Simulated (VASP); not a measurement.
Write the native input for VASP 6.6.1 that does the following.

* Task: single point
* Functional: r2SCAN
* Potentials or basis: VASP PAW PBE potentials, release 64 (Ga_d, P)
* Cutoff: 520 eV
* k mesh: 10 × 10 × 10
* Occupations: fermi-dirac, width 0.02 eV
* Spin: no spin polarisation
* Dipole correction: no
* Further INCAR settings: ALGO = Normal; EDIFF = 1e-07; NBANDS = 16

GaP:

```
Ga P
1.0
     0.00000    2.67007    2.67007
     2.67007    0.00000    2.67007
     2.67007    2.67007    0.00000
Ga P
1 1
Direct
  0.00000 0.00000 0.00000
  0.25000 0.25000 0.25000
```

The input as run:

POSCAR

```
GaP
1.0
    0.0000000000      2.6700725400      2.6700725400
    2.6700725400      0.0000000000      2.6700725400
    2.6700725400      2.6700725400      0.0000000000
Ga P
1 1
Direct
    0.0000000000      0.0000000000      0.0000000000
    0.2500000000      0.2500000000      0.2500000000
```

INCAR.step1

```
SYSTEM = GaP
PREC = Accurate
ENCUT = 520
ISMEAR = -1
SIGMA = 0.02
LREAL = .FALSE.
LASPH = .TRUE.
NELM = 100
NBANDS = 16
GGA = PE
ALGO = Normal
EDIFF = 1E-4
LWAVE = .TRUE.
LCHARG = .FALSE.
```

INCAR.step2

```
SYSTEM = GaP
PREC = Accurate
ENCUT = 520
EDIFF = 1E-7
ISMEAR = -1
SIGMA = 0.02
LREAL = .FALSE.
LASPH = .TRUE.
NELM = 100
ALGO = Normal
ISIF = 2
LWAVE = .FALSE.
LCHARG = .TRUE.
METAGGA = R2SCAN
LMIXTAU = .TRUE.
LELF = .TRUE.
LVHAR = .TRUE.
NBANDS = 16
ISTART = 1
```

KPOINTS

```
regular mesh
0
G
  10 10 10
  0 0 0
```

Potentials or basis: VASP PAW PBE potentials, release 64 (Ga_d, P).

Launch:

```sh
$ cat potpaw_PBE.64/Ga_d/POTCAR potpaw_PBE.64/P/POTCAR > POTCAR
$ cp INCAR.step1 INCAR
$ mpirun -np 1 vasp_std > vasp.out
$ cp INCAR.step2 INCAR
$ mpirun -np 1 vasp_std > vasp.out
```

It gave:

```
Pressure               : 6.2 GPa
Band gap on the k mesh : 1.76 eV, indirect (least direct gap 2.89 eV)
```

Caveat: the PAW data sets were made with another functional, which shifts forces and pressure a little.

It took 99 s on 1 thread of Intel(R) Xeon(R) 6975P-C (Granite Rapids), on a shared host, peak memory 0.16 GiB.
